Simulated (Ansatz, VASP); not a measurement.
KI: VASP beside Ansatz

```
CELL_PARAMETERS angstrom
5.01336 0.00000 0.00000
-2.50668 4.34170 0.00000
0.00000 0.00000 21.39734
ATOMIC_POSITIONS crystal
K 0.00000 0.00000 0.99716
K 0.33333 0.66667 0.20284
K 0.00000 0.00000 0.40381
K 0.66667 0.33333 0.60000
K 0.33333 0.66667 0.79619
I 0.66667 0.33333 0.10000
I 0.66667 0.33333 0.30541
I 0.33333 0.66667 0.50191
I 0.00000 0.00000 0.69809
I 0.66667 0.33333 0.89459
```

Alike in both runs: functional PBE; k mesh 6 × 6 × 2; occupations gaussian, width 0.02 eV; no spin polarisation.

Ansatz relaxed the structure, and its values are those at the end. VASP's run is a single point on that final structure, the one shown.

```csv
,VASP,Ansatz
version,VASP 6.6.1,Ansatz 0.2.0
potentials or method,"VASP PAW PBE potentials, release 64 (K_sv, I), cutoff 520 eV","scalar-relativistic, plane waves, PAW"
valence electrons in the cell,80,130
```

```tsv
	VASP	Ansatz	Ansatz less VASP
gap on the k mesh at the Fermi level (eV)	3.69	3.69	+0.003
least direct gap on the mesh (eV)	3.69	3.69	+0.003
pressure (GPa)	0.0	0.0	-0.02
```

The functional is the same, so the differences come from potentials, cutoffs and numerics. VASP's potentials hold 80 valence electrons a cell and Ansatz's 130, so a difference there can come from the potentials and not from the codes.

Spin-orbit coupling is off throughout.
